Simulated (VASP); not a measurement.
Write the native input for VASP 6.6.1 that does the following.

| Item | Value |
| --- | --- |
| Task | relaxation of cell and atoms |
| Functional | PBE |
| Dispersion | D4 |
| Potentials or basis | VASP PAW PBE potentials, release 64 (Fe, O) |
| Cutoff | 600 eV |
| k mesh | 7 × 7 × 7 |
| Occupations | fermi-dirac, width 0.05 eV |
| Spin | collinear spin, ferromagnetic start |
| Starting moments | [3.0, 3.0, 3.0, 3.0, 0.0, 0.0, 0.0, 0.0, 0.0, 0.0] μB |
| Dipole correction | no |
| Further INCAR settings | ALGO = Normal; EDIFF = 1e-07; IBRION = 2; EDIFFG = -0.01; NSW = 60; ISIF = 3 |

The structure of Fe2O3 lies in POSCAR:

```
Fe2O3
1.0
    2.5190000000      1.4543453281      4.5906666667
   -2.5190000000      1.4543453281      4.5906666667
    0.0000000000     -2.9086906562      4.5906666667
Fe O
4 6
Direct
    0.3553000000      0.3553000000      0.3553000000
    0.1447000000      0.1447000000      0.1447000000
    0.6447000000      0.6447000000      0.6447000000
    0.8553000000      0.8553000000      0.8553000000
    0.5559000000      0.2500000000      0.9441000000
    0.2500000000      0.9441000000      0.5559000000
    0.9441000000      0.5559000000      0.2500000000
    0.4441000000      0.7500000000      0.0559000000
    0.7500000000      0.0559000000      0.4441000000
    0.0559000000      0.4441000000      0.7500000000
```

One way to write it, as run:

INCAR

```
PREC = Accurate ; ENCUT = 600
EDIFF = 1E-7 ; ISMEAR = -1
SIGMA = 0.05 ; LREAL = F
LASPH = T ; NELM = 200
ALGO = Normal ; ISIF = 3
LWAVE = F ; LCHARG = F
ISPIN = 2 ; MAGMOM = 3 3 3 3 0 0 0 0 0 0
LORBIT = 11 ; LMAXMIX = 4
GGA = PE ; IVDW = 13
IBRION = 2 ; NSW = 60
EDIFFG = -0.01 ; GGA_COMPAT = F
NELMIN = 4 ; KPAR = 4
```

KPOINTS

```
regular mesh
0
Gamma
  7 7 7
```

Potentials or basis: VASP PAW PBE potentials, release 64 (Fe, O).

The run is started by

```console
$ cat potpaw_PBE.64/Fe/POTCAR potpaw_PBE.64/O/POTCAR > POTCAR
$ mpirun -np 4 vasp_std > vasp.out
```

It gave:

```json
{
  "Relaxed volume": "8.65 Å³/atom",
  "Relaxed cell": "a = 5.199 Å, b = 5.199 Å, c = 5.199 Å, α = 54.42°, β = 54.42°, γ = 54.42°",
  "Space group after relaxing (to 0.1 Å)": "R-3c (No. 167)",
  "Energy gained by relaxing": "67.7 meV/atom",
  "Ionic steps": "13",
  "Pressure after relaxing": "0.1 GPa",
  "Largest force after relaxing": "0.004 eV/Å",
  "Band gap on the k mesh": "zero (filled and empty bands overlap)",
  "Net moment": "4.00 μB per cell",
  "Site moments": "Fe +0.94; O +0.03 μB",
  "Valence electrons inside the program's atomic spheres": "Fe 7.41; O 5.02",
  "Dispersion energy per atom": "-0.242 eV"
}
```

Caveat: semilocal functionals often make such compounds metallic where correlation or magnetic order opens a gap, which also shifts bond lengths; the run started ferromagnetic, and an antiferromagnetic order may lie lower in energy.

Run time: 21 min on 4 MPI ranks on Intel(R) Xeon(R) 6975P-C (Granite Rapids), on a shared host, peak memory 0.66 GiB a rank.
